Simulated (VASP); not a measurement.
AlN, 4 atoms in the cell. It takes space group P6_3/mmc (No. 194, hexagonal). Conventional cell: a = 3.312 Å, b = 3.312 Å, c = 4.188 Å, α = 90.00°, β = 90.00°, γ = 120.00°. Within 2.5 Å of Al (site symmetry -6m2) lie 5 N at 1.91 to 2.09 Å. N (site symmetry -6m2) has 5 Al at 1.91 to 2.09 Å within 2.5 Å. 

```yaml
Program: VASP 6.6.1
Task: single point
Functional: PBE-based screened hybrid
Potentials_or_basis: VASP PAW PBE potentials, release 64 (Al, N)
Cutoff: 520 eV
k_mesh: 5 × 5 × 4
Occupations: fermi-dirac, width 0.05 eV
Spin: no spin polarisation
Dipole_correction: no
Grid_for_exact_exchange_PRECFOCK: Normal
Share_of_exact_exchange: 0.2
Further_INCAR_settings: ALGO = Normal; EDIFF = 1e-07; NBANDS = 16
Screening_parameter: 0.2 1/Å
```

Potentials or basis: VASP PAW PBE potentials, release 64 (Al, N).

The run is started by

```bash
$ cat potpaw_PBE.64/Al/POTCAR potpaw_PBE.64/N/POTCAR > POTCAR
$ cp INCAR.step1 INCAR
$ mpirun -np 1 vasp_std > vasp.out
$ cp INCAR.step2 INCAR
$ mpirun -np 1 vasp_std > vasp.out
```

Hardware: 1 thread of Intel(R) Xeon(R) Platinum 8559C (Emerald Rapids), on a shared host.

Task: How long does it take, and how much memory?

Result: Run time: 6.5 min on 1 thread of Intel(R) Xeon(R) Platinum 8559C (Emerald Rapids) (shared host), peak memory 0.25 GiB. Counts: k points 15.
